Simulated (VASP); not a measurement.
# GaSb2 (P6/mmm) in VASP: a series of runs

GaSb2 is run at these levels: PBE; tasks: single point, relaxation of cell and atoms.

Everything below comes from runs of VASP 6.6.1. Logs are shortened: lines on timing, memory, paths and dates and some standing lists are left out, and cuts for length are marked.

## 1. The cell of the first run

Symmetry: P6/mmm, No. 191, hexagonal system. The conventional cell has a = 3.201 Å, b = 3.201 Å, c = 8.939 Å, α = 90.00°, β = 90.00°, γ = 120.00°. Within 3.8 Å of Ga (site symmetry 6/mmm) lie 2 Sb at 2.91 Å and 6 Ga at 3.20 Å. Within 3.8 Å of Sb (site symmetry 6mm) lie 1 Ga at 2.91 Å and 7 Sb at 3.13 to 3.20 Å.

The cell was built from a structure type or drawn by symmetry, and may not be a known phase.

## 2. Single point, PBE

The input, INCAR:

```
ALGO = Normal ; EDIFF = 1E-6
ENCUT = 520 ; GGA = PE
ISIF = 2 ; ISMEAR = 0
LASPH = T ; LCHARG = F
LREAL = F ; LWAVE = F
NBANDS = 18 ; NELM = 100
PREC = Accurate ; SIGMA = 0.1
```

The input, KPOINTS:

```
k-points
0
Gamma
  18 18 6
```

The input, POSCAR:

```
GaSb2
1.0
    3.2010502241      0.0000000000      0.0000000000
   -1.6005251121      2.7721908129      0.0000000000
    0.0000000000      0.0000000000      8.9393806574
Ga Sb
1 2
Direct
    0.0000000000      0.0000000000      0.5000000000
    0.0000000000      0.0000000000      0.8251915665
    0.0000000000      0.0000000000      0.1748084335
```

Potentials or basis: VASP PAW PBE potentials, release 64 (Ga_d, Sb).

The run is started by

```bash
cat potpaw_PBE.64/Ga_d/POTCAR potpaw_PBE.64/Sb/POTCAR > POTCAR
mpirun -np 1 vasp_std > vasp.out
```

OUTCAR:

```text
EDIFF = 1E-6
   ENCUT = 520
   GGA = PE
   ISIF = 2
   ISMEAR = 0
   LASPH = T
   LREAL = F
   NELM = 100
   PREC = Accurate

 ion  position               nearest neighbor table
   1  0.000  0.000  0.500-   2 2.91   3 2.91
   2  0.000  0.000  0.825-   1 2.91   3 3.13
   3  0.000  0.000  0.175-   1 2.91   2 3.13

  LATTYP: Found a hexagonal cell.
 ALAT       =     3.2010502241
 C/A-ratio  =     2.7926399249

  Lattice vectors:

 A1 = (   3.2010502241,   0.0000000000,   0.0000000000)
 A2 = (  -1.6005251121,   2.7721908129,   0.0000000000)
 A3 = (   0.0000000000,   0.0000000000,   8.9393806574)

Analysis of symmetry for initial positions (statically):
=====================================================================
 Subroutine PRICEL returns:
 Original cell was already a primitive cell.

 Routine SETGRP: Setting up the symmetry group for a
 hexagonal supercell.

 Subroutine GETGRP returns: Found 24 space group operations
 (whereof 24 operations were pure point group operations)
 out of a pool of 24 trial point group operations.

The static configuration has the point symmetry D_6h.

Analysis of symmetry for dynamics (positions and initial velocities):
=====================================================================
 Subroutine PRICEL returns:
 Original cell was already a primitive cell.

 Routine SETGRP: Setting up the symmetry group for a
 hexagonal supercell.

 Subroutine GETGRP returns: Found 24 space group operations
 (whereof 24 operations were pure point group operations)
 out of a pool of 24 trial point group operations.

The dynamic configuration has the point symmetry D_6h.

 Subroutine INISYM returns: Found 24 space group operations
 (whereof 24 operations are pure point group operations),
 and found     1 'primitive' translations

----------------------------------------------------------------------------------------

                                     Primitive cell

  volume of cell :      79.3274

  direct lattice vectors                    reciprocal lattice vectors
     3.201050224  0.000000000  0.000000000     0.312397473  0.180362765  0.000000000
    -1.600525112  2.772190813  0.000000000     0.000000000  0.360725530  0.000000000
     0.000000000  0.000000000  8.939380657     0.000000000  0.000000000  0.111864573

  length of vectors
     3.201050224  3.201050224  8.939380657     0.360725530  0.360725530  0.111864573

  position of ions in fractional coordinates (direct lattice)
     0.000000000  0.000000000  0.500000000
     0.000000000  0.000000000  0.825191567
     0.000000000  0.000000000  0.174808433

  ion indices of the primitive-cell ions
   primitive index   ion index
                 1           1
                 2           2
                 3           3

----------------------------------------------------------------------------------------

 KPOINTS: k-points

Automatic generation of k-mesh.
 Grid dimensions read from file:
 generate k-points for:   18   18    6

 Generating k-lattice:

  Cartesian coordinates                     Fractional coordinates (reciprocal lattice)
     0.017355415  0.010020154  0.000000000     0.055555556  0.000000000  0.000000000
     0.000000000  0.020040307  0.000000000     0.000000000  0.055555556  0.000000000
     0.000000000  0.000000000  0.018644095     0.000000000  0.000000000  0.166666667

  Length of vectors
     0.020040307  0.020040307  0.018644095

  Shift w.r.t. Gamma in fractional coordinates (k-lattice)
     0.000000000  0.000000000  0.000000000

 Subroutine IBZKPT returns following result:
 ===========================================

 Found    148 irreducible k-points:

 Following reciprocal coordinates:
            Coordinates               Weight
  0.000000  0.000000  0.000000      1.000000
  0.055556 -0.000000  0.000000      6.000000
  0.111111 -0.000000  0.000000      6.000000
  0.166667  0.000000  0.000000      6.000000
  0.222222  0.000000  0.000000      6.000000
  0.277778  0.000000  0.000000      6.000000
[... 16 lines left out ...]
  0.333333  0.111111  0.000000     12.000000
  0.388889  0.111111  0.000000     12.000000
 [... further k-points ...]
   k-points           NKPTS =    148   k-points in BZ     NKDIM =    148   number of bands    NBANDS=     18
   number of dos      NEDOS =    301   number of ions     NIONS =      3
   total plane-waves  NPLWV =  40320
   dimension x,y,z NGX =    24 NGY =   24 NGZ =   70
   dimension x,y,z NGXF=    48 NGYF=   48 NGZF=  140
   ions per type =               1   2
   NGX,Y,Z   is equivalent  to a cutoff of  12.46, 12.46, 13.02 a.u.
   NGXF,Y,Z  is equivalent  to a cutoff of  24.93, 24.93, 26.04 a.u.
 SYSTEM =  unknown system
   PREC   = accura    normal or accurate (medium, high low for compatibility)
   ISTART =      0    job   : 0-new  1-cont  2-samecut
   ICHARG =      2    charge: 1-file 2-atom 10-const
   ISPIN  =      1    spin polarized calculation?
   LNONCOLLINEAR =      F non collinear calculations
   LSORBIT =      F    spin-orbit coupling
   LASPH  =      T    aspherical Exc in radial PAW
   ENCUT  =  520.0 eV  38.22 Ry    6.18 a.u.   5.95  5.95 16.62*2*pi/ulx,y,z
   NELM   =    100;   NELMIN=  2; NELMDL= -5     # of ELM steps
   EDIFF  = 0.1E-05   stopping-criterion for ELM
   LREAL  =      F    real-space projection
   EDIFFG = 0.1E-04   stopping-criterion for IOM
   NSW    =      0    number of steps for IOM
   IBRION =     -1    ionic relax: 0-MD 1-quasi-New 2-CG
   NFREE  =      0    steps in history (QN), initial steepest desc. (CG)
   ISIF   =      2    stress and relaxation
   ISYM   =      2    0-nonsym 1-usesym 2-fastsym
   POTIM  = 0.5000    time-step for ionic-motion
   TEBEG  =    0.0;   TEEND  =   0.0 temperature during run
   PSTRESS=    0.0 pullay stress
   NELECT =      23.0000    total number of electrons
   NUPDOWN=      -1.0000    fix difference up-down
   EMIN   =  10.00;   EMAX   =-10.00  energy-range for DOS
   EFERMI =   0.00;   METHOD = LEGACY
   ISMEAR =     0;   SIGMA  =   0.10  broadening in eV -4-tet -1-fermi 0-gaus
   EFERMI_NEDOS =   21; number of points for ismear=-14 and -15
   IALGO  =     38    algorithm
   IMIX   =      4    mixing-type and parameters
     AMIX     =   0.40;   BMIX     =  1.00
     AMIX_MAG =   1.60;   BMIX_MAG =  1.00
  volume/ion in A,a.u.               =      26.44       178.44
  Fermi-wavevector in a.u.,A,eV,Ry     =   1.083535  2.047585 15.973905  1.174049
  Thomas-Fermi vector in A             =   2.219604
   LORBIT       =      0    0 simple, 1 ext, 2 COOP (PROOUT), +10 PAW based schemes
   GGA     = PE    functional components
   LHFCALC =     F    Hartree Fock is set to
   AEXX    =    0.0000 exact exchange contribution
   IVDW    =     0    specifies the selected vdW correction
   LEPSILON=     F    determine dielectric tensor
   LRPA    =     F    only Hartree local field effects (RPA)
 non-spin polarized calculation
 Gauss-broadening in eV      SIGMA  =   0.10
  energy-cutoff  :      520.00
  volume of cell :       79.33
 maximum number of plane-waves:      2166
 NGX is ok and might be reduce to    24
   NGX = 11   NGY = 11   NGZ = 33

 number of electron      22.9999998 magnetization

 Free energy of the ion-electron system (eV)
  ---------------------------------------------------
  ext. energy  EPLUGINS =         0.00000000
  ---------------------------------------------------
  free energy    TOTEN  =       -10.66710726 eV

  energy without entropy =      -10.65751862  energy(sigma->0) =      -10.66231294

 E-fermi :   6.7665     XC(G=0):  -9.9635

 val. band max:        6.7599526750   @ k =   0.1667   0.1111   0.1667
 cond. band min:       6.7791504768   @ k =   0.3889   0.0556   0.0000
 fundamental gap:      0.0191978018
 Fermi energy:         6.7665125295

 k-point     1 :       0.0000    0.0000    0.0000
  band No.  band energies     occupation
      1      -8.0896      2.00000
      2      -8.0288      2.00000
      3      -8.0288      2.00000
      4      -7.9588      2.00000
      5      -7.9588      2.00000
      6      -5.8238      2.00000
[... 10 lines left out ...]
     17      15.9578      0.00000
     18      15.9578      0.00000

 k-point     2 :       0.0556   -0.0000    0.0000
  band No.  band energies     occupation
      1      -8.0871      2.00000
      2      -8.0296      2.00000
      3      -8.0253      2.00000
      4      -7.9612      2.00000
      5      -7.9593      2.00000
      6      -5.7641      2.00000
[... 10 lines left out ...]
     17      15.3084      0.00000
     18      15.7646      0.00000

 k-point     3 :       0.1111   -0.0000    0.0000
  band No.  band energies     occupation
      1      -8.0805      2.00000
      2      -8.0315      2.00000
      3      -8.0154      2.00000
      4      -7.9678      2.00000
      5      -7.9607      2.00000
      6      -5.5852      2.00000
[... 10 lines left out ...]
     17      15.0440      0.00000
     18      15.2969      0.00000

 k-point     4 :       0.1667    0.0000    0.0000
  band No.  band energies     occupation
      1      -8.0728      2.00000
      2      -8.0322      2.00000
      3      -8.0001      2.00000
      4      -7.9777      2.00000
      5      -7.9628      2.00000
      6      -5.2882      2.00000
[... 375 lines left out ...]
      4      -7.9747      2.00000
      5      -7.9428      2.00000
      6      -3.5728      2.00000
[... 10 lines left out ...]
     17      13.2914      0.00000
     18      13.7710      0.00000

 k-point    23 :       0.3333    0.1111    0.0000
  band No.  band energies     occupation
      1      -8.0688      2.00000
      2      -8.0212      2.00000
      3      -7.9978      2.00000
      4      -7.9775      2.00000
      5      -7.9317      2.00000
      6      -2.9087      2.00000
[... 10 lines left out ...]
     17      12.2486      0.00000
     18      12.8889      0.00000

 k-point    24 :       0.3889    0.1111    0.0000
  band No.  band energies     occupation
      1      -8.0722      2.00000
      2      -8.0263      2.00000
      3      -7.9887      2.00000
      4      -7.9793      2.00000
      5      -7.9248      2.00000
      6      -2.2970      2.00000
[... 10 lines left out ...]
     17      11.4677      0.00000
     18      12.1510      0.00000

 [... further k-points ...]

------------------------ aborting loop because EDIFF is reached ----------------------------------------

  FORCE on cell =-STRESS in cart. coord.  units (eV):
  Direction    XX          YY          ZZ          XY          YZ          ZX
  --------------------------------------------------------------------------------------
  -------------------------------------------------------------------------------------
  Total       -0.0239873     -0.0239873      0.0204057      0.0000000     -0.0000000     -0.0000000
  in kB       -0.4844721     -0.4844721      0.4121349      0.0000000     -0.0000000     -0.0000000
  external PRESSURE =      -0.1856031 kB  Pullay stress =       0.0000000 kB

 VOLUME and BASIS-vectors are now :
 -----------------------------------------------------------------------------
  energy-cutoff  :      520.00
  volume of cell :       79.33
      direct lattice vectors                 reciprocal lattice vectors
     3.201050224  0.000000000  0.000000000     0.312397473  0.180362765  0.000000000
    -1.600525112  2.772190813  0.000000000     0.000000000  0.360725530  0.000000000
     0.000000000  0.000000000  8.939380657     0.000000000  0.000000000  0.111864573

 POSITION                                       TOTAL-FORCE (eV/Angst)
 -----------------------------------------------------------------------------------
      0.00000      0.00000      4.46969         0.000000     -0.000000      0.000000
      0.00000      0.00000      7.37670        -0.000000     -0.000000      0.001510
      0.00000      0.00000      1.56268        -0.000000      0.000000     -0.001510
 -----------------------------------------------------------------------------------
    total drift:                               -0.000000      0.000000      0.000000

  FREE ENERGIE OF THE ION-ELECTRON SYSTEM (eV)
  ---------------------------------------------------
  free  energy   TOTEN  =       -10.6671072611 eV

  energy  without entropy=      -10.6575186227  energy(sigma->0) =      -10.66231294
```

Run time: 3.3 min. Hardware: 1 thread of Intel Xeon 8259CL, shared host; peak memory 0.35 GiB.

What came out:

* Free energy: -10.6671 eV
* Pressure: 0.0 GPa
* Band gap on the k mesh: zero (an odd number of electrons rules out a gap without spin polarisation)

Stress tensor (GPa, compression positive):
```
-0.05  0.00  0.00
 0.00 -0.05  0.00
 0.00  0.00  0.04
```

Levels at points of the mesh, in eV from the Fermi level:
```
           k point  band 7  band 8  band 9  band 10  band 11  band 12  band 13  band 14  band 15  band 16
(0.00, 0.00, 0.00)  -11.46   -8.14   -3.24    -2.79     5.12     5.30     5.30     6.35     6.35     8.04
(0.50, 0.00, 0.00)   -7.69   -5.60   -4.59    -4.49    -1.68     0.19     0.40     1.95     2.95     4.22
(0.00, 0.00, 0.50)  -11.62   -7.50   -5.39     0.48     2.00     5.40     5.40     6.15     6.15     9.44
(0.50, 0.00, 0.50)   -7.86   -5.51   -4.78    -3.60    -2.37    -1.38     2.05     2.77     2.78     3.72
```

Caveat: spin-orbit coupling is left out, which moves the levels of the heavy elements.

## 3. Relaxation of cell and atoms, PBE

This run uses another cell than the first one, of 26.37 Å³/atom.

The input, INCAR:

```
SYSTEM = GaSb2
ALGO     = Normal         ! electronic algorithm
EDIFF    = 1E-7           ! SCF threshold, eV
EDIFFG   = -0.01          ! ionic threshold
ENCUT    = 600            ! plane-wave cutoff, eV
GGA      = PE             ! functional
IBRION   = 2              ! ionic algorithm
ISIF     = 3              ! what is computed and relaxed
ISMEAR   = 0              ! smearing method
LASPH    = .TRUE.         ! aspherical terms in the spheres
LCHARG   = .FALSE.        ! write CHGCAR
LREAL    = .FALSE.        ! projectors in reciprocal space
LWAVE    = .FALSE.        ! write WAVECAR
NELM     = 80             ! most SCF steps
NSW      = 100            ! ionic steps
PREC     = Accurate       ! precision mode
SIGMA    = 0.1            ! smearing width, eV
```

The input, KPOINTS:

```
k-points
0
G
  18 18 6
  0 0 0
```

The input, POSCAR:

```
GaSb2
1.0
    3.2250229538      0.0000000000      0.0000000000
   -1.6125114769      2.7929518058      0.0000000000
    0.0000000000      0.0000000000      8.7840099827
Ga Sb
1 2
Direct
    0.0000000000      0.0000000000      0.5000000000
    0.0000000000      0.0000000000      0.8287033821
    0.0000000000      0.0000000000      0.1712966179
```

Potentials or basis: VASP PAW PBE potentials, release 64 (Ga_d, Sb).

The run is started by

```bash
cat potpaw_PBE.64/Ga_d/POTCAR potpaw_PBE.64/Sb/POTCAR > POTCAR
mpirun -np 1 vasp_std > vasp.out
```

Run time: 24 min. Hardware: 1 thread of Intel Xeon 8259CL, shared host; peak memory 0.42 GiB.

It converged, with:

```yaml
Free_energy: -10.6670 eV
Relaxed_volume: 26.44 Å³/atom
Relaxed_cell: a = 3.198 Å, b = 3.198 Å, c = 8.957 Å, α = 90.00°, β = 90.00°, γ = 120.00°
Space_group_after_relaxing_to_0.1_Å: P6/mmm (No. 191)
Energy_gained_by_relaxing: 4.1 meV/atom
Ionic_steps: 11
Pressure_after_relaxing: 0.0 GPa
Largest_force_after_relaxing: 0.004 eV/Å
Band_gap_on_the_k_mesh: zero (an odd number of electrons rules out a gap without spin polarisation)
```

Forces on the atoms (eV/Å):
```
Ga   0.000  0.000  0.000
Sb   0.000  0.000 -0.004
Sb   0.000  0.000  0.004
```

Step by step:
| step | energy change (eV) | largest force (eV/Å) | pressure (GPa) | volume (Å³) |
| --- | --- | --- | --- | --- |
| 1 | 0.0000 | 0.1446 | 0.39 | 79.12 |
| 2 | -0.0101 | 0.0535 | -0.13 | 79.85 |
| 3 | -0.0106 | 0.0349 | -0.28 | 80.05 |
| 4 | -0.0106 | 0.0327 | -0.30 | 80.08 |
| 5 | -0.0113 | 0.0438 | 0.03 | 79.52 |
| 6 | -0.0113 | 0.0448 | 0.07 | 79.47 |
| 7 | -0.0116 | 0.0377 | 0.05 | 79.45 |
| 8 | -0.0119 | 0.0244 | 0.00 | 79.41 |
| 9 | -0.0119 | 0.0028 | -0.04 | 79.33 |
| 10 | -0.0120 | 0.0112 | -0.01 | 79.37 |
| 11 | -0.0122 | 0.0043 | -0.01 | 79.32 |

Final structure:
```
Ga Sb
1.0
     3.19762    0.00000    0.00000
    -1.59881    2.76922    0.00000
     0.00000    0.00000    8.95732
Ga Sb
1 2
Direct
  0.00000 0.00000 0.50000
  0.00000 0.00000 0.82538
  0.00000 0.00000 0.17462
```

Levels at points of the mesh, in eV from the Fermi level:
```csv
k point,band 8,band 9,band 10,band 11,band 12,band 13,band 14,band 15
"(0.00, 0.00, 0.00)",-8.14,-3.27,-2.80,5.06,5.33,5.33,6.38,6.38
"(0.50, 0.00, 0.00)",-5.61,-4.60,-4.48,-1.68,0.17,0.41,1.97,2.96
"(0.00, 0.00, 0.50)",-7.51,-5.39,0.44,1.96,5.44,5.44,6.18,6.18
"(0.50, 0.00, 0.50)",-5.52,-4.79,-3.60,-2.35,-1.39,2.06,2.78,2.79
```

Caveat: spin-orbit coupling is left out, which moves the levels of the heavy elements.
